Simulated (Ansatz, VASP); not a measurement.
# Sn3Se: VASP beside Ansatz

```
CELL_PARAMETERS angstrom
0.00000 3.65819 3.56673
3.65819 0.00000 3.56673
3.65819 3.65819 0.00000
ATOMIC_POSITIONS crystal
Sn 0.25000 0.25000 0.25000
Sn 0.75000 0.75000 0.75000
Sn 0.50000 0.50000 0.50000
Se 0.00000 0.00000 0.00000
```

Change from the starting cell: strain -0.0250 x Voigt [0, 0, 1, 0, 0, 0], atoms carried along.

Alike in both runs: task single point; functional PBEsol; k mesh 12 × 12 × 12; occupations gaussian, width 0.15 eV; no spin polarisation.

|  | VASP | Ansatz |
| --- | --- | --- |
| version | VASP 6.6.1 | Ansatz 0.2.0 |
| potentials or method | VASP PAW PBE potentials, release 64 (Sn_d, Se), cutoff 520 eV | scalar-relativistic, plane waves, PAW |
| valence electrons in the cell | 48 | 58 |

|  | VASP | Ansatz | Ansatz less VASP |
| --- | --- | --- | --- |
| gap on the k mesh at the Fermi level (eV) | none | none | - |
| pressure (GPa) | 1.7 | 1.7 | +0.02 |

VASP's potentials were made for PBE, not for PBEsol. A gap of «none» marks a metal or a gap that the smearing closes. The functional is the same, so the differences come from potentials, cutoffs and numerics. VASP's potentials hold 48 valence electrons a cell and Ansatz's 58, so a difference there can come from the potentials and not from the codes.
